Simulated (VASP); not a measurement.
Write the native input for VASP 6.6.1 that does the following.

```
Task                   : single point
Functional             : PBE
Potentials or basis    : VASP PAW PBE potentials, release 64 (Al, O)
Cutoff                 : 520 eV
k mesh                 : 2 × 2 × 2, shifted
Occupations            : gaussian, width 0.02 eV
Spin                   : no spin polarisation
Dipole correction      : no
Further INCAR settings : LREAL = Auto; ALGO = Normal; EDIFF = 1e-06; NBANDS = 122
```

The structure of Al2O3 lies in POSCAR:

```
Al2O3
1.0
    4.8085977694      2.7762452166     -4.3749119519
    0.0000000000     -5.5524904332     -4.3749119519
   -4.8085977694      2.7762452166     -4.3749119519
Al O
16 24
Direct
    0.8505338284      0.3528472162      0.3527527944
    0.3505350323      0.3526339660      0.8527232185
    0.3503592144      0.8527994663      0.3530380619
    0.8503367291      0.8528720419      0.8529739006
    0.6461732783      0.1485208875      0.1488300375
    0.1461289992      0.1484490293      0.6487885965
    0.1464634066      0.6485049047      0.1484532732
    0.6464423342      0.6486185311      0.6485222553
    0.3506427470      0.8528123187      0.8528078438
    0.8508639633      0.8527552555      0.3528302148
    0.8502664506      0.3528779602      0.8529513542
    0.3503317893      0.3526855329      0.3530470566
    0.1461895469      0.6485360564      0.6488352733
    0.6461346306      0.6486904450      0.1487789410
    0.6464117530      0.1486680760      0.6484632164
    0.1463869743      0.1486132549      0.1485036153
    0.5953478404      0.7508303661      0.9040290532
    0.0954115986      0.7507100973      0.4041321896
    0.0951224902      0.2507805932      0.9039734031
    0.5952506062      0.2507081308      0.4038563559
    0.5952923458      0.9037822994      0.2509235240
    0.0952541861      0.9037961668      0.7508827825
    0.0954157064      0.4038929308      0.2509065965
    0.5953707926      0.4039568021      0.7508365406
    0.4014247737      0.0976964448      0.7509295493
    0.9015230117      0.0977065893      0.2509175589
    0.9014634109      0.5976872539      0.7508057877
    0.4014686667      0.5975247355      0.2509150331
    0.2484692463      0.9037862666      0.0977696348
    0.7484441622      0.9038633586      0.5976794290
    0.7484198385      0.4039339811      0.0977676590
    0.2484403855      0.4036966248      0.5978594852
    0.7483188855      0.0976690762      0.9040213237
    0.2483496605      0.0976121061      0.4039829780
    0.2484268313      0.5975937790      0.9038903798
    0.7485106932      0.5975439711      0.4038746038
    0.4014328006      0.2507052821      0.0976609013
    0.9013834833      0.2508001833      0.5977303023
    0.9016527136      0.7508050929      0.0978229282
    0.4015708832      0.7507438048      0.5977927761
```

The input as run:

INCAR

```
SYSTEM = Al2O3
PREC = Accurate
ENCUT = 520
EDIFF = 1E-6
ISMEAR = 0
SIGMA = 0.02
LREAL = Auto
LASPH = .TRUE.
NELM = 100
ALGO = Normal
ISIF = 2
LWAVE = .FALSE.
LCHARG = .FALSE.
GGA = PE
NBANDS = 122
```

KPOINTS

```
Automatic mesh
0
Gamma
  2 2 2
  0.5 0.5 0.5
```

Potentials or basis: VASP PAW PBE potentials, release 64 (Al, O).

Launch:

```bash
$ cat potpaw_PBE.64/Al/POTCAR potpaw_PBE.64/O/POTCAR > POTCAR
$ mpirun -np 1 vasp_std > vasp.out
```

It gave:

```yaml
Pressure: -0.1 GPa
Largest_force: 0.032 eV/Å
Band_gap_on_the_k_mesh: 6.95 eV
```

It took 5.4 min on 1 thread of Oxide Virtual Turin-like Processor (shared host), peak memory 0.38 GiB.
